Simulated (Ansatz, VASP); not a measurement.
# Two plane-wave programs on Ag2O

```
CELL_PARAMETERS angstrom
4.73061 0.00000 0.00000
0.00000 4.73061 0.00000
0.00000 0.00000 4.73061
ATOMIC_POSITIONS crystal
Ag 0.75000 0.75000 0.75000
Ag 0.75000 0.25000 0.25000
Ag 0.25000 0.25000 0.75000
Ag 0.25000 0.75000 0.25000
O 0.00000 0.00000 0.00000
O 0.50000 0.50000 0.50000
```

Alike in both runs: task electric field gradients; functional PBE; k mesh 5 × 5 × 5; occupations fermi-dirac, width 0.02 eV; no spin polarisation.

```csv
,VASP,Ansatz
version,VASP 6.6.1,Ansatz 0.2.0
potentials or method,"VASP PAW PBE potentials, release 64 (Ag, O)","PAW with Ansatz's default frozen-core files, scalar-relativistic"
plane-wave cutoff (eV),520,420
valence electrons in the cell,56,88
```

```tsv
	VASP	Ansatz	Ansatz less VASP
pressure (GPa)	4.0	4.1	+0.11
size of Vzz on the site where it differs most (V/Å²)	178.0	155.4	-22.65
```

The functional is the same, so the differences come from potentials, cutoffs and numerics. VASP's potentials hold 56 valence electrons a cell and Ansatz's 88, so a difference there can come from the potentials and not from the codes.
